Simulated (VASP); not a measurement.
Wanted: the native input for a VASP 6.6.1 run.

```
Task                   : single point
Functional             : r2SCAN
Potentials or basis    : VASP PAW PBE potentials, release 64 (In_d)
Cutoff                 : 520 eV
k mesh                 : 7 × 7 × 7
Occupations            : fermi-dirac, width 0.05 eV
Spin                   : non-collinear spin, zero start, spin-orbit coupling
Starting moments       : [[0.0, 0.0, 0.0]] μB
Dipole correction      : no
Further INCAR settings : ALGO = Normal; EDIFF = 1e-06; NBANDS = 24
```

Crystal: In.

```
In
1.0
    -1.88253    1.88253    1.88253
     1.88253   -1.88253    1.88253
     1.88253    1.88253   -1.88253
In
1
Direct
  0.00000 0.00000 0.00000
```

The input as run:

POSCAR

```
In
1.0
   -1.8825252400      1.8825252400      1.8825252400
    1.8825252400     -1.8825252400      1.8825252400
    1.8825252400      1.8825252400     -1.8825252400
In
1
Direct
    0.0000000000      0.0000000000      0.0000000000
```

INCAR.step1

```
SYSTEM = In
PREC = Accurate
ENCUT = 520
ISMEAR = -1
SIGMA = 0.05
LREAL = .FALSE.
LASPH = .TRUE.
NELM = 150
MAGMOM = 0 0 0
LSORBIT = .TRUE.
GGA_COMPAT = .FALSE.
NBANDS = 24
GGA = PE
ALGO = Normal
EDIFF = 1E-4
LWAVE = .TRUE.
LCHARG = .FALSE.
```

INCAR.step2

```
SYSTEM = In
PREC = Accurate
ENCUT = 520
EDIFF = 1E-6
ISMEAR = -1
SIGMA = 0.05
LREAL = .FALSE.
LASPH = .TRUE.
NELM = 150
ALGO = Normal
ISIF = 2
LWAVE = .FALSE.
LCHARG = .TRUE.
MAGMOM = 0 0 0
LORBIT = 11
LSORBIT = .TRUE.
GGA_COMPAT = .FALSE.
LORBMOM = .TRUE.
METAGGA = R2SCAN
LMIXTAU = .TRUE.
LVHAR = .TRUE.
NBANDS = 24
ISTART = 1
```

KPOINTS

```
Automatic mesh
0
G
  7 7 7
  0 0 0
```

Potentials or basis: VASP PAW PBE potentials, release 64 (In_d).

Launch:

```sh
$ cat potpaw_PBE.64/In_d/POTCAR > POTCAR
$ cp INCAR.step1 INCAR
$ mpirun -np 1 vasp_ncl > vasp.out
$ cp INCAR.step2 INCAR
$ mpirun -np 1 vasp_ncl > vasp.out
```

Results of the run:

The pressure is -0.1 GPa. The net moment is 0.00 μB per cell. The valence electrons inside the program's atomic spheres are In 11.36.

Caveat: the PAW data sets were made with another functional, which shifts forces and pressure a little.

Wall time 3.5 min on 1 thread of Intel Xeon 8259CL, on a shared host, peak memory 0.22 GiB.
